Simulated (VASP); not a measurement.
# BN (R3m) in VASP: notebook

The runs below take BN through single point, with PBEsol, LDA, BLYP.

Everything below comes from runs of VASP 6.6.1. Logs are shortened: lines on timing, memory, paths and dates and some standing lists are left out, and cuts for length are marked.

### Step 1. The cell of the first run

Symmetry: R3m, No. 160, trigonal system. The conventional cell has a = 2.502 Å, b = 2.502 Å, c = 10.119 Å, α = 90.00°, β = 90.00°, γ = 120.00°. B (site symmetry 3m) has 3 N at 1.44 Å within 1.9 Å. N (site symmetry 3m) has 3 B at 1.44 Å within 1.9 Å.

### Step 2. Single point, PBEsol

INCAR reads:

```
PREC     = Accurate       # precision mode
ENCUT    = 520            # plane-wave cutoff, eV
EDIFF    = 1E-6           # SCF threshold, eV
ISMEAR   = 0              # smearing method
SIGMA    = 0.01           # smearing width, eV
LREAL    = False          # projectors in reciprocal space
LASPH    = True           # aspherical terms in the spheres
NELM     = 100            # most SCF steps
ALGO     = Normal         # electronic algorithm
ISIF     = 2              # what is computed and relaxed
LWAVE    = False          # write WAVECAR
LCHARG   = False          # write CHGCAR
GGA      = PS             # functional
NBANDS   = 11             # bands
```

KPOINTS reads:

```
Automatic mesh
0
Gamma
  10 10 10
```

POSCAR reads:

```
BN
1.0
    1.2511220000      0.7223350000      3.3729340000
   -1.2511220000      0.7223350000      3.3729340000
    0.0000000000     -1.4446710000      3.3729340000
B N
1 1
Direct
    0.9996710000      0.9996710000      0.9996710000
    0.3327620000      0.3327620000      0.3327620000
```

Potentials or basis: VASP PAW PBE potentials, release 64 (B, N).

The run is started by

```console
cat potpaw_PBE.64/B/POTCAR potpaw_PBE.64/N/POTCAR > POTCAR
mpirun -np 1 vasp_std > vasp.out
```

OUTCAR:

```text
PREC = Accurate
   ENCUT = 520
   EDIFF = 1E-6
   ISMEAR = 0
   LREAL = False
   LASPH = True
   NELM = 100
   ISIF = 2
   GGA = PS

 ion  position               nearest neighbor table
   1  1.000  1.000  1.000-   2 1.44   2 1.44   2 1.44
   2  0.333  0.333  0.333-   1 1.44   1 1.44   1 1.44

  LATTYP: Found a trigonal (rhomboedric) cell.
 ALAT       =     3.6692993717
 COS(alpha) =     0.7674785490

  Lattice vectors:

 A1 = (   1.2511220000,   0.7223350000,   3.3729340000)
 A2 = (  -1.2511220000,   0.7223350000,   3.3729340000)
 A3 = (   0.0000000000,  -1.4446710000,   3.3729340000)

Analysis of symmetry for initial positions (statically):
=====================================================================
 Subroutine PRICEL returns:
 Original cell was already a primitive cell.

 Routine SETGRP: Setting up the symmetry group for a
 trigonal (rhombohedral) supercell.

 Subroutine GETGRP returns: Found  6 space group operations
 (whereof  6 operations were pure point group operations)
 out of a pool of 12 trial point group operations.

The static configuration has the point symmetry C_3v.

Analysis of symmetry for dynamics (positions and initial velocities):
=====================================================================
 Subroutine PRICEL returns:
 Original cell was already a primitive cell.

 Routine SETGRP: Setting up the symmetry group for a
 trigonal (rhombohedral) supercell.

 Subroutine GETGRP returns: Found  6 space group operations
 (whereof  6 operations were pure point group operations)
 out of a pool of 12 trial point group operations.

The dynamic configuration has the point symmetry C_3v.

 Subroutine INISYM returns: Found  6 space group operations
 (whereof  6 operations are pure point group operations),
 and found     1 'primitive' translations

----------------------------------------------------------------------------------------

                                     Primitive cell

  volume of cell :      18.2893

  direct lattice vectors                    reciprocal lattice vectors
     1.251122000  0.722335000  3.372934000     0.399641282  0.230733094  0.098825951
    -1.251122000  0.722335000  3.372934000    -0.399641282  0.230733094  0.098825951
     0.000000000 -1.444671000  3.372934000     0.000000000 -0.461466189  0.098825883

  length of vectors
     3.669299372  3.669299372  3.669299397     0.471929533  0.471929533  0.471929654

  position of ions in fractional coordinates (direct lattice)
     0.999671000  0.999671000  0.999671000
     0.332762000  0.332762000  0.332762000

  ion indices of the primitive-cell ions
   primitive index   ion index
                 1           1
                 2           2

----------------------------------------------------------------------------------------

 KPOINTS: Automatic mesh

Automatic generation of k-mesh.
 Grid dimensions read from file:
 generate k-points for:   10   10   10

 Generating k-lattice:

  Cartesian coordinates                     Fractional coordinates (reciprocal lattice)
     0.039964128  0.023073309  0.009882595     0.100000000 -0.000000000  0.000000000
    -0.039964128  0.023073309  0.009882595    -0.000000000  0.100000000  0.000000000
     0.000000000 -0.046146619  0.009882588    -0.000000000 -0.000000000  0.100000000

  Length of vectors
     0.047192953  0.047192953  0.047192965

  Shift w.r.t. Gamma in fractional coordinates (k-lattice)
     0.000000000  0.000000000  0.000000000

 Subroutine IBZKPT returns following result:
 ===========================================

 Found    116 irreducible k-points:

 Following reciprocal coordinates:
            Coordinates               Weight
  0.000000  0.000000  0.000000      1.000000
  0.100000  0.000000  0.000000      6.000000
  0.200000  0.000000  0.000000      6.000000
  0.300000  0.000000  0.000000      6.000000
  0.400000 -0.000000 -0.000000      6.000000
  0.500000  0.000000 -0.000000      3.000000
[... 16 lines left out ...]
  0.300000  0.300000  0.000000      6.000000
  0.400000  0.300000 -0.000000     12.000000
 [... further k-points ...]
   k-points           NKPTS =    116   k-points in BZ     NKDIM =    116   number of bands    NBANDS=     11
   number of dos      NEDOS =    301   number of ions     NIONS =      2
   total plane-waves  NPLWV =  21952
   dimension x,y,z NGX =    28 NGY =   28 NGZ =   28
   dimension x,y,z NGXF=    56 NGYF=   56 NGZF=   56
   ions per type =               1   1
   NGX,Y,Z   is equivalent  to a cutoff of  12.69, 12.69, 12.69 a.u.
   NGXF,Y,Z  is equivalent  to a cutoff of  25.37, 25.37, 25.37 a.u.
 SYSTEM =  unknown system
   PREC   = accura    normal or accurate (medium, high low for compatibility)
   ISTART =      0    job   : 0-new  1-cont  2-samecut
   ICHARG =      2    charge: 1-file 2-atom 10-const
   ISPIN  =      1    spin polarized calculation?
   LNONCOLLINEAR =      F non collinear calculations
   LSORBIT =      F    spin-orbit coupling
   LASPH  =      T    aspherical Exc in radial PAW
   ENCUT  =  520.0 eV  38.22 Ry    6.18 a.u.   6.82  6.82  6.82*2*pi/ulx,y,z
   NELM   =    100;   NELMIN=  2; NELMDL= -5     # of ELM steps
   EDIFF  = 0.1E-05   stopping-criterion for ELM
   LREAL  =      F    real-space projection
   EDIFFG = 0.1E-04   stopping-criterion for IOM
   NSW    =      0    number of steps for IOM
   IBRION =     -1    ionic relax: 0-MD 1-quasi-New 2-CG
   NFREE  =      0    steps in history (QN), initial steepest desc. (CG)
   ISIF   =      2    stress and relaxation
   ISYM   =      2    0-nonsym 1-usesym 2-fastsym
   POTIM  = 0.5000    time-step for ionic-motion
   TEBEG  =    0.0;   TEEND  =   0.0 temperature during run
   PSTRESS=    0.0 pullay stress
   NELECT =       8.0000    total number of electrons
   NUPDOWN=      -1.0000    fix difference up-down
   EMIN   =  10.00;   EMAX   =-10.00  energy-range for DOS
   EFERMI =   0.00;   METHOD = LEGACY
   ISMEAR =     0;   SIGMA  =   0.01  broadening in eV -4-tet -1-fermi 0-gaus
   EFERMI_NEDOS =   21; number of points for ismear=-14 and -15
   IALGO  =     38    algorithm
   IMIX   =      4    mixing-type and parameters
     AMIX     =   0.40;   BMIX     =  1.00
     AMIX_MAG =   1.60;   BMIX_MAG =  1.00
  volume/ion in A,a.u.               =       9.14        61.71
  Fermi-wavevector in a.u.,A,eV,Ry     =   1.242717  2.348395 21.012102  1.544346
  Thomas-Fermi vector in A             =   2.377059
   LORBIT       =      0    0 simple, 1 ext, 2 COOP (PROOUT), +10 PAW based schemes
   GGA     = PS    functional components
   LHFCALC =     F    Hartree Fock is set to
   AEXX    =    0.0000 exact exchange contribution
   IVDW    =     0    specifies the selected vdW correction
   LEPSILON=     F    determine dielectric tensor
   LRPA    =     F    only Hartree local field effects (RPA)
 non-spin polarized calculation
 Gauss-broadening in eV      SIGMA  =   0.01
  energy-cutoff  :      520.00
  volume of cell :       18.29
 maximum number of plane-waves:       517
   NGX = 13   NGY = 13   NGZ = 13

 number of electron       7.9999999 magnetization

 Free energy of the ion-electron system (eV)
  ---------------------------------------------------
  ext. energy  EPLUGINS =         0.00000000
  ---------------------------------------------------
  free energy    TOTEN  =       -18.28456253 eV

  energy without entropy =      -18.28456253  energy(sigma->0) =      -18.28456253

 E-fermi :   2.2444     XC(G=0): -10.2083

 val. band max:        2.0847673884   @ k =  -0.3000   0.3000   0.0000
 cond. band min:       6.2265937166   @ k =   0.5000   0.5000  -0.0000
 fundamental gap:      4.1418263282
 Fermi energy:         2.2444351669

 k-point     1 :       0.0000    0.0000    0.0000
  band No.  band energies     occupation
      1     -15.6882      2.00000
      2      -2.1553      2.00000
      3       0.7879      2.00000
      4       0.7879      2.00000
      5       7.0182      0.00000
      6      13.6899      0.00000
      7      13.6899      0.00000
      8      15.1653      0.00000
      9      16.7696      0.00000
     10      27.7331      0.00000
     11      29.7588      0.00000

 k-point     2 :       0.1000    0.0000    0.0000
  band No.  band energies     occupation
      1     -15.4890      2.00000
      2      -1.9410      2.00000
      3      -0.0147      2.00000
      4       0.4237      2.00000
      5       7.4181      0.00000
      6      13.5808      0.00000
      7      14.4946      0.00000
      8      14.5372      0.00000
      9      17.3855      0.00000
     10      27.2621      0.00000
     11      28.3145      0.00000

 k-point     3 :       0.2000    0.0000    0.0000
  band No.  band energies     occupation
      1     -14.9083      2.00000
      2      -1.9207      2.00000
      3      -1.2996      2.00000
      4      -0.3955      2.00000
      5       8.4338      0.00000
      6      12.7557      0.00000
      7      13.4299      0.00000
      8      16.7582      0.00000
      9      18.7264      0.00000
     10      24.0758      0.00000
     11      26.7282      0.00000

 k-point     4 :       0.3000    0.0000    0.0000
  band No.  band energies     occupation
      1     -14.0117      2.00000
      2      -4.1246      2.00000
      3      -1.2292      2.00000
      4      -0.3151      2.00000
      5       9.5185      0.00000
      6      10.8962      0.00000
      7      13.3890      0.00000
      8      19.5302      0.00000
      9      19.7260      0.00000
     10      22.1981      0.00000
     11      25.0549      0.00000
[... 239 lines left out ...]
 k-point    22 :      -0.2000    0.2000    0.0000
  band No.  band energies     occupation
      1     -13.5342      2.00000
      2      -4.4183      2.00000
      3      -2.6172      2.00000
      4       0.4592      2.00000
      5       9.4616      0.00000
      6      10.5608      0.00000
      7      15.2484      0.00000
      8      17.3173      0.00000
      9      18.4049      0.00000
     10      23.1904      0.00000
     11      25.6257      0.00000

 k-point    23 :       0.3000    0.3000    0.0000
  band No.  band energies     occupation
      1     -13.9591      2.00000
      2      -4.0546      2.00000
      3      -1.2694      2.00000
      4      -0.7893      2.00000
      5       9.3298      0.00000
      6      11.4405      0.00000
      7      13.5413      0.00000
      8      19.6581      0.00000
      9      20.2115      0.00000
     10      21.7159      0.00000
     11      27.7540      0.00000

 k-point    24 :       0.4000    0.3000   -0.0000
  band No.  band energies     occupation
      1     -13.3170      2.00000
      2      -5.0319      2.00000
      3      -2.1415      2.00000
      4      -0.1172      2.00000
      5       8.3553      0.00000
      6      12.3151      0.00000
      7      14.3189      0.00000
      8      19.2690      0.00000
      9      20.1109      0.00000
     10      22.7008      0.00000
     11      26.5985      0.00000

 [... further k-points ...]
[... 5 lines left out ...]
  --------------------------------------------------------------------------------------
  -------------------------------------------------------------------------------------
  Total        0.1567798      0.1567796      0.0383119      0.0000000     -0.0000000      0.0000000
  in kB       13.7341874     13.7341763      3.3561930      0.0000000     -0.0000003      0.0000000
  external PRESSURE =      10.2748522 kB  Pullay stress =       0.0000000 kB

 VOLUME and BASIS-vectors are now :
 -----------------------------------------------------------------------------
  energy-cutoff  :      520.00
  volume of cell :       18.29
      direct lattice vectors                 reciprocal lattice vectors
     1.251122000  0.722335000  3.372934000     0.399641282  0.230733094  0.098825951
    -1.251122000  0.722335000  3.372934000    -0.399641282  0.230733094  0.098825951
     0.000000000 -1.444671000  3.372934000     0.000000000 -0.461466189  0.098825883

 POSITION                                       TOTAL-FORCE (eV/Angst)
 -----------------------------------------------------------------------------------
      0.00000     -0.00000     10.11547         0.000000      0.000000     -0.002645
      0.00000     -0.00000      3.36715         0.000000     -0.000000      0.002645
 -----------------------------------------------------------------------------------
    total drift:                                0.000000      0.000022      0.000011

  FREE ENERGIE OF THE ION-ELECTRON SYSTEM (eV)
  ---------------------------------------------------
  free  energy   TOTEN  =       -18.2845625339 eV

  energy  without entropy=      -18.2845625339  energy(sigma->0) =      -18.28456253
```

Run time: 18 s. Hardware: 1 thread of Intel Xeon Platinum 8488C (Sapphire Rapids), shared host; peak memory 0.16 GiB.

Results:

* Free energy: -18.2846 eV
* Pressure: 1.0 GPa
* Band gap on the k mesh: 4.14 eV, indirect (least direct gap 4.83 eV)

Forces on the atoms (eV/Å):
```
B    0.000  0.000 -0.003
N    0.000  0.000  0.003
```

Levels at points of the mesh, in eV from the valence-band top:
```csv
k point,band 1,band 2,band 3,band 4,band 5,band 6,band 7,band 8
"(0.00, 0.00, 0.00)",-17.77,-4.24,-1.30,-1.30,4.93,11.61,11.61,13.08
"(0.50, 0.00, 0.00)",-14.55,-8.98,-4.10,-0.64,5.18,9.82,12.83,14.81
"(0.50, 0.50, 0.00)",-14.48,-8.85,-4.15,-1.22,4.14,9.82,14.02,17.35
"(0.50, 0.50, 0.50)",-17.51,-6.24,-1.31,-1.31,9.94,11.53,11.53,12.19
```

Caveat: the PAW data sets were made with another functional, which shifts forces and pressure a little. A k mesh can miss the band edges.

(Part 1 of 2 ends here.)
